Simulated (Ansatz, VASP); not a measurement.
## Two plane-wave programs on Re

The input INCAR:

```
SYSTEM = Re
PREC = Accurate
ENCUT = 600
EDIFF = 1E-7
ISMEAR = -1
SIGMA = 0.08
LREAL = .False.
LASPH = .True.
NELM = 80
ALGO = Normal
ISIF = 3
LWAVE = .False.
LCHARG = .False.
GGA = PE
IBRION = 2
NSW = 100
EDIFFG = -0.005
```

KPOINTS

```
regular mesh
0
Gamma
  12 12 12
  0 0 0
```

POSCAR

```
Re
1.0
    2.6893993020      0.0000000000      0.0000000000
    0.0000000000      2.6893993020      0.0000000000
    0.0000000000      0.0000000000      2.6893993020
Re
1
Direct
    0.0000000000      0.0000000000      0.0000000000
```

Input for Ansatz:

```yaml
crystal:
  lattice:
    - [2.689399302, 0.0, 0.0]
    - [0.0, 2.689399302, 0.0]
    - [0.0, 0.0, 2.689399302]
  atoms:
    - { symbol: Re, position: [0.0, 0.0, 0.0] }
kpoints:
  mp_grid: { grid: [12, 12, 12] }
scf:
  occupations: { method: fermi_dirac, width: 0.08 }
hamiltonian:
  xc: pbe
  pseudopotentials: { kind: paw }
output:
  forces: true
  stress: true
relax:
  f_tol: 0.005
  max_steps: 80
  cell: {}
```

Alike in both runs: task relaxation of cell and atoms; functional PBE; k mesh 12 × 12 × 12; occupations fermi-dirac, width 0.08 eV; no spin polarisation.

|  | VASP | Ansatz |
| --- | --- | --- |
| version | VASP 6.6.1 | Ansatz 0.2.0 |
| potentials or method | VASP PAW PBE potentials, release 64 (Re) | PAW with Ansatz's default frozen-core files, scalar-relativistic |
| plane-wave cutoff (eV) | 600 | 420 |
| valence electrons in the cell | 7 | 15 |

|  | VASP | Ansatz | Ansatz less VASP |
| --- | --- | --- | --- |
| relaxed volume (Å³/atom) | 17.12 | 17.18 | +0.062 |
| relaxed cell length with the largest relative difference (Å) | 2.577 | 2.580 | +0.0031 |

VASP's potentials hold 7 valence electrons a cell and Ansatz's 15, so a difference there can come from the potentials and not from the codes.

Neither program's run includes spin-orbit coupling.
